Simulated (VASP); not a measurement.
The system is Ti2CdSb3.

```
CELL_PARAMETERS angstrom
4.06303 0.00000 0.00000
0.00000 4.06303 0.00000
0.00000 0.00000 8.95124
ATOMIC_POSITIONS crystal
Sb 0.00000 0.50000 0.38350
Sb 0.50000 0.00000 0.61650
Sb 0.50000 0.50000 0.00000
Ti 0.00000 0.50000 0.73150
Ti 0.50000 0.00000 0.26850
Cd 0.00000 0.00000 0.00000
```

| Property | Result |
| --- | --- |
| Program | VASP 6.6.1 |
| Task | relaxation of cell and atoms |
| Functional | PBE |
| Potentials or basis | VASP PAW PBE potentials, release 64 (Sb, Ti_sv, Cd) |
| Cutoff | 600 eV |
| k mesh | 5 × 5 × 2 |
| Occupations | fermi-dirac, width 0.1 eV |
| Spin | no spin polarisation |

At the start: pressure -7.1 GPa; volume 24.63 Å³/atom.

Question: How do energy, volume and symmetry change on relaxing?

Answer: Over 12 steps the energy falls by 79.9 meV/atom and the volume is 21.96 Å³/atom (-10.8 %); space group P-4m2 (No. 115, to 0.05 Å).

The path:
| step | energy change (eV) | largest force (eV/Å) | pressure (GPa) | volume (Å³) |
| --- | --- | --- | --- | --- |
| 1 | 0.0000 | 0.2839 | -7.12 | 147.77 |
| 2 | -0.3625 | 0.2245 | 4.59 | 125.53 |
| 3 | -0.4355 | 0.1867 | 0.40 | 131.31 |
| 4 | -0.4639 | 0.2206 | 0.23 | 131.48 |
| 5 | -0.4686 | 0.2468 | 0.17 | 131.57 |
| 6 | -0.4743 | 0.1627 | -0.16 | 132.06 |
| 7 | -0.4769 | 0.0645 | -0.54 | 132.67 |
| 8 | -0.4793 | 0.0236 | 0.13 | 131.56 |
| 9 | -0.4794 | 0.0255 | 0.04 | 131.73 |
| 10 | -0.4794 | 0.0257 | 0.03 | 131.74 |
| 11 | -0.4794 | 0.0148 | 0.02 | 131.76 |
| 12 | -0.4795 | 0.0048 | 0.01 | 131.78 |

Final structure:
```
Sb Ti Cd
1.0
     3.98265    0.00000    0.00000
     0.00000    3.98265    0.00000
     0.00000    0.00000    8.30789
Sb Ti Cd
3 2 1
Direct
  0.00000 0.50000 0.37585
  0.50000 0.00000 0.62415
  0.50000 0.50000 0.00000
  0.00000 0.50000 0.72838
  0.50000 0.00000 0.27162
  0.00000 0.00000 0.00000
```
